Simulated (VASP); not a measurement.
A run of VASP 6.6.1:

INCAR

```
PREC = Accurate ; ENCUT = 520
EDIFF = 1E-6 ; ISMEAR = 0
SIGMA = 0.02 ; LREAL = False
LASPH = True ; NELM = 100
ALGO = Normal ; ISIF = 2
LWAVE = False ; LCHARG = False
GGA = PS ; NBANDS = 22
```

Contents of KPOINTS:

```
regular mesh
0
Gamma
  6 6 4
```

POSCAR

```
NaI
1.0
    4.5365135462      0.0000000000      0.0000000000
    0.0000000000      4.1487836510      0.0000000000
    0.0000000000      0.0000000000      7.7326436229
Na I
2 2
Direct
    0.2500000000      0.5000000000      0.2836764029
    0.7500000000      0.5000000000      0.7163235971
    0.2500000000      0.0000000000      0.7583682785
    0.7500000000      0.0000000000      0.2416317215
```

Potentials or basis: VASP PAW PBE potentials, release 64 (Na_pv, I).

Command:

```sh
$ cat potpaw_PBE.64/Na_pv/POTCAR potpaw_PBE.64/I/POTCAR > POTCAR
$ mpirun -np 1 vasp_std > vasp.out
```

Hardware: 1 thread of AMD EPYC 9R45 96-Core Processor (Zen 5), on a shared host.

Q: How long does it take, and how much memory?

A: Wall time 61 s on 1 thread of AMD EPYC 9R45 96-Core Processor (Zen 5) (shared host), peak memory 0.28 GiB. Counts: scf iterations 13, k points 48.
